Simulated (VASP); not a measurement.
A run of VASP 6.6.1 is set up as follows.

Contents of INCAR:

```
ALGO = Normal ; EDIFF = 1E-8
ENCUT = 520 ; ISIF = 2
ISMEAR = -1 ; LASPH = True
LCHARG = False ; LEFG = True
LREAL = False ; LWAVE = False
NBANDS = 33 ; NELM = 60
PREC = Accurate ; SIGMA = 0.05
```

File KPOINTS:

```
k-points
0
Gamma
  9 9 9
```

File POSCAR:

```
ScGa3
1.0
    4.0675159504      0.0000000000      0.0000000000
    0.0000000000      4.0675159504      0.0000000000
    0.0000000000      0.0000000000      4.0675159504
Sc Ga
1 3
Direct
    0.0000000000      0.0000000000      0.0000000000
    0.0000000000      0.5000000000      0.5000000000
    0.5000000000      0.0000000000      0.5000000000
    0.5000000000      0.5000000000      0.0000000000
```

Potentials or basis: VASP PAW LDA potentials, release 64 (Sc_sv, Ga_d).

The run is started by

```console
$ cat potpaw_LDA.64/Sc_sv/POTCAR potpaw_LDA.64/Ga_d/POTCAR > POTCAR
$ mpirun -np 1 vasp_std > vasp.out
```

(1) What does it give for the band gap on the k mesh?

(2) What does it give for the pressure?

Results:

(1) zero (band 25 reaches 6.66 eV, above the bottom of band 26 at 3.47 eV).

(2) -3.8 GPa.

Caveat: without QUAD_EFG the Cq values of the log hold for a quadrupole moment of 1 mb, not for the nuclei.
